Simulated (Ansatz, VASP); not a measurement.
# Two plane-wave programs on TePb

```
CELL_PARAMETERS angstrom
0.00000 3.17494 3.33369
3.17494 0.00000 3.33369
3.17494 3.17494 0.00000
ATOMIC_POSITIONS crystal
Te 0.50000 0.50000 0.50000
Pb 0.00000 0.00000 0.00000
```

Alike in both runs: task single point; functional PBE; k mesh 8 × 8 × 8; occupations gaussian, width 0.05 eV; no spin polarisation.

```csv
,VASP,Ansatz
version,VASP 6.6.1,Ansatz 0.2.0
potentials or method,"VASP PAW PBE potentials, release 64 (Te, Pb_d), cutoff 520 eV","scalar-relativistic, plane waves, PAW"
valence electrons in the cell,20,30
```

|  | VASP | Ansatz | Ansatz less VASP |
| --- | --- | --- | --- |
| gap on the k mesh at the Fermi level (eV) | 0.61 | 0.61 | -0.004 |
| least direct gap on the mesh (eV) | 0.61 | 0.61 | -0.004 |
| pressure (GPa) | 2.6 | 2.6 | +0.04 |
| traceless stress, the component that is largest in VASP (GPa) | -3.73 | -3.72 | +0.003 |

VASP's potentials hold 20 valence electrons a cell and Ansatz's 30, so a difference there can come from the potentials and not from the codes.

Neither program's run includes spin-orbit coupling.
